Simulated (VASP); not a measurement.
# SnGeN2 (P-6m2) in VASP: single point with PBE

Aim: the single point of SnGeN2 with PBE.

All numbers are computed with VASP 6.6.1; they aren't measurements. Logs are shortened: lines on timing, memory, paths and dates and some standing lists are left out, and cuts for length are marked.

## 1. The cell of the first run

It takes space group P-6m2 (No. 187, hexagonal). The conventional cell has a = 4.528 Å, b = 4.528 Å, c = 4.248 Å, α = 90.00°, β = 90.00°, γ = 120.00°. Sn (site symmetry -6m2) has 3 Ge at 2.61 Å and 12 N at 3.37 Å within 3.4 Å. Ge (site symmetry -6m2) has 2 N at 2.12 Å and 3 Sn at 2.61 Å within 2.8 Å. N (site symmetry -6m2) has 3 N at 2.61 Å and 6 Sn at 3.37 Å and 6 Ge at 3.37 Å within 3.4 Å. N (site symmetry -6m2) has 2 Ge at 2.12 Å and 3 N at 2.61 Å within 2.8 Å.

## 2. Single point, PBE

File INCAR:

```
ALGO     = Normal         # electronic algorithm
EDIFF    = 1E-6           # SCF threshold, eV
ENCUT    = 520            # plane-wave cutoff, eV
GGA      = PE             # functional
ISIF     = 2              # what is computed and relaxed
ISMEAR   = 0              # smearing method
LASPH    = T              # aspherical terms in the spheres
LCHARG   = F              # write CHGCAR
LREAL    = F              # projectors in reciprocal space
LWAVE    = F              # write WAVECAR
NBANDS   = 27             # bands
NELM     = 100            # most SCF steps
PREC     = Accurate       # precision mode
SIGMA    = 0.1            # smearing width, eV
```

File KPOINTS:

```
k-points
0
Gamma
  6 6 4
```

File POSCAR:

```
SnGeN2
1.0
    4.5280641300      0.0000000000      0.0000000000
   -2.2640320700      3.9214185700      0.0000000000
    0.0000000000      0.0000000000      4.2476350700
Sn Ge N
1 1 2
Direct
    0.3333333300      0.6666666700      0.5000000000
    0.6666666700      0.3333333300      0.5000000000
    0.0000000000      0.0000000000      0.0000000000
    0.6666666700      0.3333333300      0.0000000000
```

Potentials or basis: VASP PAW PBE potentials, release 64 (Sn_d, Ge_d, N).

Run with:

```console
cat potpaw_PBE.64/Sn_d/POTCAR potpaw_PBE.64/Ge_d/POTCAR potpaw_PBE.64/N/POTCAR > POTCAR
mpirun -np 1 vasp_std > vasp.out
```

OUTCAR:

```text
EDIFF = 1E-6
   ENCUT = 520
   GGA = PE
   ISIF = 2
   ISMEAR = 0
   LASPH = T
   LREAL = F
   NELM = 100
   PREC = Accurate

 ion  position               nearest neighbor table
   1  0.333  0.667  0.500-   2 2.61   2 2.61   2 2.61
   2  0.667  0.333  0.500-   4 2.12   4 2.12   1 2.61   1 2.61   1 2.61
   3  0.000  0.000  0.000-
   4  0.667  0.333  0.000-   2 2.12   2 2.12

  LATTYP: Found a hexagonal cell.
 ALAT       =     4.5280641300
 C/A-ratio  =     0.9380686642

  Lattice vectors:

 A1 = (   4.5280641300,   0.0000000000,   0.0000000000)
 A2 = (  -2.2640320700,   3.9214185700,   0.0000000000)
 A3 = (   0.0000000000,   0.0000000000,   4.2476350700)

Analysis of symmetry for initial positions (statically):
=====================================================================
 Subroutine PRICEL returns:
 Original cell was already a primitive cell.

 Routine SETGRP: Setting up the symmetry group for a
 hexagonal supercell.

 Subroutine GETGRP returns: Found 12 space group operations
 (whereof 12 operations were pure point group operations)
 out of a pool of 24 trial point group operations.

The static configuration has the point symmetry D_3h.

Analysis of symmetry for dynamics (positions and initial velocities):
=====================================================================
 Subroutine PRICEL returns:
 Original cell was already a primitive cell.

 Routine SETGRP: Setting up the symmetry group for a
 hexagonal supercell.

 Subroutine GETGRP returns: Found 12 space group operations
 (whereof 12 operations were pure point group operations)
 out of a pool of 24 trial point group operations.

The dynamic configuration has the point symmetry D_3h.

 Subroutine INISYM returns: Found 12 space group operations
 (whereof 12 operations are pure point group operations),
 and found     1 'primitive' translations

----------------------------------------------------------------------------------------

                                     Primitive cell

  volume of cell :      75.4229

  direct lattice vectors                    reciprocal lattice vectors
     4.528064130  0.000000000  0.000000000     0.220844929  0.127504879  0.000000000
    -2.264032070  3.921418570  0.000000000     0.000000000  0.255009758  0.000000000
     0.000000000  0.000000000  4.247635070     0.000000000  0.000000000  0.235425121

  length of vectors
     4.528064130  4.528064135  4.247635070     0.255009758  0.255009758  0.235425121

  position of ions in fractional coordinates (direct lattice)
     0.333333330  0.666666670  0.500000000
     0.666666670  0.333333330  0.500000000
     0.000000000  0.000000000  0.000000000
     0.666666670  0.333333330  0.000000000

  ion indices of the primitive-cell ions
   primitive index   ion index
                 1           1
                 2           2
                 3           3
                 4           4

----------------------------------------------------------------------------------------

 KPOINTS: k-points

Automatic generation of k-mesh.
 Grid dimensions read from file:
 generate k-points for:    6    6    4

 Generating k-lattice:

  Cartesian coordinates                     Fractional coordinates (reciprocal lattice)
     0.036807488  0.021250813  0.000000000     0.166666667  0.000000000  0.000000000
     0.000000000  0.042501626  0.000000000     0.000000000  0.166666667  0.000000000
     0.000000000  0.000000000  0.058856280     0.000000000  0.000000000  0.250000000

  Length of vectors
     0.042501626  0.042501626  0.058856280

  Shift w.r.t. Gamma in fractional coordinates (k-lattice)
     0.000000000  0.000000000  0.000000000

 Subroutine IBZKPT returns following result:
 ===========================================

 Found     21 irreducible k-points:

 Following reciprocal coordinates:
            Coordinates               Weight
  0.000000  0.000000  0.000000      1.000000
  0.166667  0.000000  0.000000      6.000000
  0.333333  0.000000  0.000000      6.000000
  0.500000  0.000000  0.000000      3.000000
  0.166667  0.166667  0.000000      6.000000
  0.333333  0.166667  0.000000     12.000000
[... 13 lines left out ...]
  0.333333  0.166667  0.500000     12.000000
  0.333333  0.333333  0.500000      2.000000
   k-points           NKPTS =     21   k-points in BZ     NKDIM =     21   number of bands    NBANDS=     27
   number of dos      NEDOS =    301   number of ions     NIONS =      4
   total plane-waves  NPLWV =  41472
   dimension x,y,z NGX =    36 NGY =   36 NGZ =   32
   dimension x,y,z NGXF=    72 NGYF=   72 NGZF=   64
   ions per type =               1   1   2
   NGX,Y,Z   is equivalent  to a cutoff of  13.22, 13.22, 12.52 a.u.
   NGXF,Y,Z  is equivalent  to a cutoff of  26.43, 26.43, 25.05 a.u.
 SYSTEM =  unknown system
   PREC   = accura    normal or accurate (medium, high low for compatibility)
   ISTART =      0    job   : 0-new  1-cont  2-samecut
   ICHARG =      2    charge: 1-file 2-atom 10-const
   ISPIN  =      1    spin polarized calculation?
   LNONCOLLINEAR =      F non collinear calculations
   LSORBIT =      F    spin-orbit coupling
   LASPH  =      T    aspherical Exc in radial PAW
   ENCUT  =  520.0 eV  38.22 Ry    6.18 a.u.   8.42  8.42  7.90*2*pi/ulx,y,z
   NELM   =    100;   NELMIN=  2; NELMDL= -5     # of ELM steps
   EDIFF  = 0.1E-05   stopping-criterion for ELM
   LREAL  =      F    real-space projection
   EDIFFG = 0.1E-04   stopping-criterion for IOM
   NSW    =      0    number of steps for IOM
   IBRION =     -1    ionic relax: 0-MD 1-quasi-New 2-CG
   NFREE  =      0    steps in history (QN), initial steepest desc. (CG)
   ISIF   =      2    stress and relaxation
   ISYM   =      2    0-nonsym 1-usesym 2-fastsym
   POTIM  = 0.5000    time-step for ionic-motion
   TEBEG  =    0.0;   TEEND  =   0.0 temperature during run
   PSTRESS=    0.0 pullay stress
   NELECT =      38.0000    total number of electrons
   NUPDOWN=      -1.0000    fix difference up-down
   EMIN   =  10.00;   EMAX   =-10.00  energy-range for DOS
   EFERMI =   0.00;   METHOD = LEGACY
   ISMEAR =     0;   SIGMA  =   0.10  broadening in eV -4-tet -1-fermi 0-gaus
   EFERMI_NEDOS =   21; number of points for ismear=-14 and -15
   IALGO  =     38    algorithm
   IMIX   =      4    mixing-type and parameters
     AMIX     =   0.40;   BMIX     =  1.00
     AMIX_MAG =   1.60;   BMIX_MAG =  1.00
  volume/ion in A,a.u.               =      18.86       127.24
  Fermi-wavevector in a.u.,A,eV,Ry     =   1.302672  2.461693 23.088461  1.696954
  Thomas-Fermi vector in A             =   2.433725
   LORBIT       =      0    0 simple, 1 ext, 2 COOP (PROOUT), +10 PAW based schemes
   GGA     = PE    functional components
   LHFCALC =     F    Hartree Fock is set to
   AEXX    =    0.0000 exact exchange contribution
   IVDW    =     0    specifies the selected vdW correction
   LEPSILON=     F    determine dielectric tensor
   LRPA    =     F    only Hartree local field effects (RPA)
 non-spin polarized calculation
 Gauss-broadening in eV      SIGMA  =   0.10
  energy-cutoff  :      520.00
  volume of cell :       75.42
 maximum number of plane-waves:      2085
 NGX is ok and might be reduce to    36
   NGX = 17   NGY = 17   NGZ = 15

 number of electron      38.0000003 magnetization

 Free energy of the ion-electron system (eV)
  ---------------------------------------------------
  ext. energy  EPLUGINS =         0.00000000
  ---------------------------------------------------
  free energy    TOTEN  =       -16.49312709 eV

  energy without entropy =      -16.48021231  energy(sigma->0) =      -16.48666970

 E-fermi :   4.0115     XC(G=0):  -9.9264

 val. band max:        3.9745077268   @ k =   0.1667   0.0000   0.5000
 cond. band min:       4.0127697148   @ k =   0.3333   0.0000   0.0000
 fundamental gap:      0.0382619880
 Fermi energy:         4.0115411850

 k-point     1 :       0.0000    0.0000    0.0000
  band No.  band energies     occupation
      1     -20.4687      2.00000
      2     -20.4687      2.00000
      3     -20.4562      2.00000
      4     -20.4060      2.00000
      5     -20.4060      2.00000
      6     -17.5642      2.00000
[... 19 lines left out ...]
     26      11.7078      0.00000
     27      13.4443      0.00000

 k-point     2 :       0.1667    0.0000    0.0000
  band No.  band energies     occupation
      1     -20.4709      2.00000
      2     -20.4702      2.00000
      3     -20.4556      2.00000
      4     -20.4062      2.00000
      5     -20.4059      2.00000
      6     -17.5617      2.00000
[... 19 lines left out ...]
     26      12.4493      0.00000
     27      13.6429      0.00000

 k-point     3 :       0.3333    0.0000    0.0000
  band No.  band energies     occupation
      1     -20.4750      2.00000
      2     -20.4732      2.00000
      3     -20.4546      2.00000
      4     -20.4065      2.00000
      5     -20.4056      2.00000
      6     -17.5571      2.00000
[... 19 lines left out ...]
     26      13.0862      0.00000
     27      13.3901      0.00000

 k-point     4 :       0.5000    0.0000    0.0000
  band No.  band energies     occupation
      1     -20.4770      2.00000
      2     -20.4747      2.00000
      3     -20.4542      2.00000
      4     -20.4066      2.00000
      5     -20.4055      2.00000
      6     -17.5549      2.00000
[... 19 lines left out ...]
     26      12.9574      0.00000
     27      13.3194      0.00000
[... 426 lines left out ...]
      4     -20.4083      2.00000
      5     -20.4074      2.00000
      6     -17.5471      2.00000
[... 19 lines left out ...]
     26      10.6822      0.00000
     27      14.0827      0.00000

 k-point    20 :       0.3333    0.1667    0.5000
  band No.  band energies     occupation
      1     -20.4788      2.00000
      2     -20.4726      2.00000
      3     -20.4394      2.00000
      4     -20.4087      2.00000
      5     -20.4071      2.00000
      6     -17.5434      2.00000
[... 19 lines left out ...]
     26      13.2863      0.00000
     27      13.8008      0.00000

 k-point    21 :       0.3333    0.3333    0.5000
  band No.  band energies     occupation
      1     -20.4811      2.00000
      2     -20.4721      2.00000
      3     -20.4392      2.00000
      4     -20.4091      2.00000
      5     -20.4068      2.00000
      6     -17.5416      2.00000
[... 19 lines left out ...]
     26      12.6383      0.00000
     27      13.5497      0.00000

------------------------ aborting loop because EDIFF is reached ----------------------------------------

  FORCE on cell =-STRESS in cart. coord.  units (eV):
  Direction    XX          YY          ZZ          XY          YZ          ZX
  --------------------------------------------------------------------------------------
  -------------------------------------------------------------------------------------
  Total       -1.6620869     -1.6620869     -6.7194068      0.0000000     -0.0000000      0.0000000
  in kB      -35.3070424    -35.3070425   -142.7376518      0.0000000     -0.0000000      0.0000000
  external PRESSURE =     -71.1172456 kB  Pullay stress =       0.0000000 kB

 VOLUME and BASIS-vectors are now :
 -----------------------------------------------------------------------------
  energy-cutoff  :      520.00
  volume of cell :       75.42
      direct lattice vectors                 reciprocal lattice vectors
     4.528064130  0.000000000  0.000000000     0.220844929  0.127504879  0.000000000
    -2.264032070  3.921418570  0.000000000     0.000000000  0.255009758  0.000000000
     0.000000000  0.000000000  4.247635070     0.000000000  0.000000000  0.235425121

 POSITION                                       TOTAL-FORCE (eV/Angst)
 -----------------------------------------------------------------------------------
     -0.00000      2.61428      2.12382         0.000000     -0.000000      0.000000
      2.26403      1.30714      2.12382        -0.000000      0.000000      0.000000
      0.00000      0.00000      0.00000        -0.000000      0.000000      0.000000
      2.26403      1.30714      0.00000         0.000000     -0.000000      0.000000
 -----------------------------------------------------------------------------------
    total drift:                               -0.000022      0.000013      0.000000

  FREE ENERGIE OF THE ION-ELECTRON SYSTEM (eV)
  ---------------------------------------------------
  free  energy   TOTEN  =       -16.4931270947 eV

  energy  without entropy=      -16.4802123101  energy(sigma->0) =      -16.48666970
```

Run time: 24 s. Hardware: 1 thread of Intel Xeon 6975P-C (Granite Rapids), shared host; peak memory 0.2 GiB.

Results:

```
Free energy            : -16.4931 eV
Pressure               : -7.1 GPa
Band gap on the k mesh : zero (band 19 reaches 4.32 eV, above the bottom of band 20 at 3.64 eV)
```

Caveat: the k points lie up to 0.37 Å⁻¹ apart; spin-orbit coupling is left out, which moves the levels of the heavy elements.
